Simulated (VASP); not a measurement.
The system is Ge.

```
CELL_PARAMETERS angstrom
1.48805 -2.59469 0.00000
1.48805 2.59469 0.00000
0.00000 0.00000 4.72760
ATOMIC_POSITIONS crystal
Ge 0.66655 0.33345 0.25000
Ge 0.33345 0.66655 0.75000
```

Base run:

```yaml
Program: VASP 6.6.1
Functional: r2SCAN
Potentials_or_basis: VASP PAW PBE potentials, release 64 (Ge_d)
Cutoff: 520 eV
k_mesh: 7 × 7 × 4
Occupations: methfessel-paxton, width 0.1 eV
Spin: no spin polarisation
```

Its results: band gap on the k mesh zero (band 14 reaches 14.16 eV, above the bottom of band 15 at 5.30 eV); pressure 3.3 GPa; largest force 0.014 eV/Å.

**Question.** After a change of settings the same cell gave: band gap on the k mesh zero (band 14 reaches 13.90 eV, above the bottom of band 15 at 4.42 eV); pressure -3.7 GPa; largest force 0.058 eV/Å. Which change was it?
A. k mesh from 7 × 7 × 4 to 3 × 3 × 2
B. k mesh from 7 × 7 × 4 to 11 × 11 × 6
C. k mesh from 7 × 7 × 4 to 4 × 4 × 2
D. k mesh from 7 × 7 × 4 to 5 × 5 × 3

**Answer.** A.

Caveats: some runs use coarse meshes; the PAW data sets were made with another functional, which shifts forces and pressure a little.
